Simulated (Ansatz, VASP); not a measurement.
**SiO2 in VASP and in Ansatz**

File INCAR:

```
PREC     = Accurate       # precision mode
ENCUT    = 600            # plane-wave cutoff, eV
EDIFF    = 1E-6           # SCF threshold, eV
ISMEAR   = -1             # smearing method
SIGMA    = 0.08           # smearing width, eV
LREAL    = F              # projectors in reciprocal space
LASPH    = T              # aspherical terms in the spheres
NELM     = 120            # most SCF steps
ALGO     = Normal         # electronic algorithm
ISIF     = 2              # what is computed and relaxed
LWAVE    = F              # write WAVECAR
LCHARG   = F              # write CHGCAR
GGA      = CA             # functional
NBANDS   = 25             # bands
GGA_COMPAT= F
```

Contents of KPOINTS:

```
Automatic mesh
0
Gamma
  8 8 11
```

The input POSCAR:

```
SiO2
1.0
    3.6969616575      0.0000000000      0.0000000000
    0.0000000000      3.6969616575      0.0000000000
    0.0000000000      0.0000000000      2.4203141216
Si O
2 4
Direct
    0.0000000000      0.0000000000      0.0000000000
    0.5000000000      0.5000000000      0.5000000000
    0.2993999900      0.2993999900      0.0000000000
    0.7006000100      0.7006000100      0.0000000000
    0.7993999900      0.2006000100      0.5000000000
    0.2006000100      0.7993999900      0.5000000000
```

Input for Ansatz:

```yaml
crystal:
  lattice:
    - [3.6969616575, 0.0, 0.0]
    - [0.0, 3.6969616575, 0.0]
    - [0.0, 0.0, 2.4203141216]
  atoms:
    - { symbol: Si, position: [0.0, 0.0, 0.0] }
    - { symbol: Si, position: [0.5, 0.5, 0.5] }
    - { symbol: O, position: [0.29939999, 0.29939999, 0.0] }
    - { symbol: O, position: [0.70060001, 0.70060001, 0.0] }
    - { symbol: O, position: [0.79939999, 0.20060001, 0.5] }
    - { symbol: O, position: [0.20060001, 0.79939999, 0.5] }
kpoints:
  mp_grid: { grid: [8, 8, 11] }
scf:
  occupations: { method: fermi_dirac, width: 0.08 }
hamiltonian:
  xc: lda
  pseudopotentials: { kind: all_electron, lapw: { basis_error: 0.001 } }
output:
  forces: true
  stress: true
  eigenvalues: true
  populations: true
```

Change from the starting cell: volume scaled by 0.72, LAPW.

Alike in both runs: task single point; functional LDA; k mesh 8 × 8 × 11; occupations fermi-dirac, width 0.08 eV; no spin polarisation.

|  | VASP | Ansatz |
| --- | --- | --- |
| version | VASP 6.6.1 | Ansatz 0.2.0 |
| potentials or method | VASP PAW LDA potentials, release 64 (Si, O), cutoff 600 eV | all-electron LAPW, scalar-relativistic |

VASP gave:

```
gap on the k mesh at the Fermi level (eV)                     : 6.80
pressure (GPa)                                                : 211.0
traceless stress, the component that is largest in VASP (GPa) : 0.88
rms of the force components (eV/Å)                            : 0.015
```

**Question.** Estimate Ansatz's values.

**Answer.** gap on the k mesh at the Fermi level (eV): 6.84; pressure (GPa): 208.4; traceless stress, the component that is largest in VASP (GPa): 0.11; rms of the force components (eV/Å): 0.005.

LDA's correlation is that of Perdew and Zunger in VASP and of Perdew and Wang (1992) in Ansatz. Atom by atom the forces differ by 0.020 eV/Å (rms over components). Both programs put the cell under a high pressure, so it lies far from rest at this level. Ansatz ran all-electron here, and VASP with PAW potentials.

Noted on VASP's run: the cell as given lies far from equilibrium.
